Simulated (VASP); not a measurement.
The system is Be.

```
Be
1.0
     2.28530    0.00000    0.00000
    -1.14265    1.97913    0.00000
     0.00000    0.00000    3.58420
Be
2
Direct
  0.33333 0.66667 0.25000
  0.66667 0.33333 0.75000
```

```yaml
Program: VASP 6.6.1
Task: relaxation of cell and atoms
Functional: LDA
Potentials_or_basis: VASP PAW LDA potentials, release 64 (Be)
Cutoff: 600 eV
k_mesh: 24 × 24 × 14
Occupations: fermi-dirac, width 0.08 eV
Spin: no spin polarisation
```

At the start: pressure -7.9 GPa; volume 8.11 Å³/atom.

Task: Where does the relaxation end?

Result: Over 7 steps the energy falls by 13.7 meV/atom and the volume is 7.58 Å³/atom (-6.5 %); space group P6_3/mmc (No. 194, to 0.05 Å).

Step by step:
| step | energy change (eV) | largest force (eV/Å) | pressure (GPa) | volume (Å³) |
| --- | --- | --- | --- | --- |
| 1 | 0.0000 | 0.0000 | -7.88 | 16.21 |
| 2 | -0.0268 | 0.0000 | -1.17 | 15.29 |
| 3 | -0.0273 | 0.0000 | -0.02 | 15.16 |
| 4 | -0.0273 | 0.0000 | 0.16 | 15.14 |
| 5 | -0.0275 | 0.0000 | 0.15 | 15.13 |
| 6 | -0.0275 | 0.0000 | 0.15 | 15.13 |
| 7 | -0.0275 | 0.0000 | 0.01 | 15.15 |

Final structure:
```cif
data_structure
_symmetry_space_group_name_H-M 'P 1'
_symmetry_Int_Tables_number 1
_cell_length_a 2.2305
_cell_length_b 2.2305
_cell_length_c 3.5162
_cell_angle_alpha 90.000
_cell_angle_beta 90.000
_cell_angle_gamma 120.000
_cell_volume 15.15
loop_
_atom_site_label
_atom_site_type_symbol
_atom_site_fract_x
_atom_site_fract_y
_atom_site_fract_z
_atom_site_occupancy
Be1 Be 0.33333 0.66667 0.25000 1
Be2 Be 0.66667 0.33333 0.75000 1
```
